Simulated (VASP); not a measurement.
Runs of VASP 6.6.1 on Si. The structure is that of space group Fd-3m (No. 227), or close to it. The cells are those of the table. 

```csv
task,cell,gap on the mesh (eV),pressure (GPa)
relaxation of cell and atoms,"relaxed from a = 3.883 Å, angles 60.0°, 2 atoms",0.65,0.0
single point,"a = 3.789 Å, angles 60.0°, 2 atoms",0.55,6.2
single point,"a = 3.829 Å, angles 60.0°, 2 atoms",0.60,(b)
single point,"a = 3.943 Å, angles 60.0°, 2 atoms",(a),-4.6
single point,"a = 3.868 Å, angles 60.0°, 2 atoms",0.65,0.0
```

Alike in all rows: level PBE; potentials or basis VASP PAW PBE potentials, release 64 (Si); no spin polarisation; k mesh 8 × 8 × 8; cutoff (eV) 500; smearing gaussian 0.02 eV.

Task: Fill in the values left out.

Result: (a) 0.74; (b) 2.8.

A k mesh can miss the band edges.
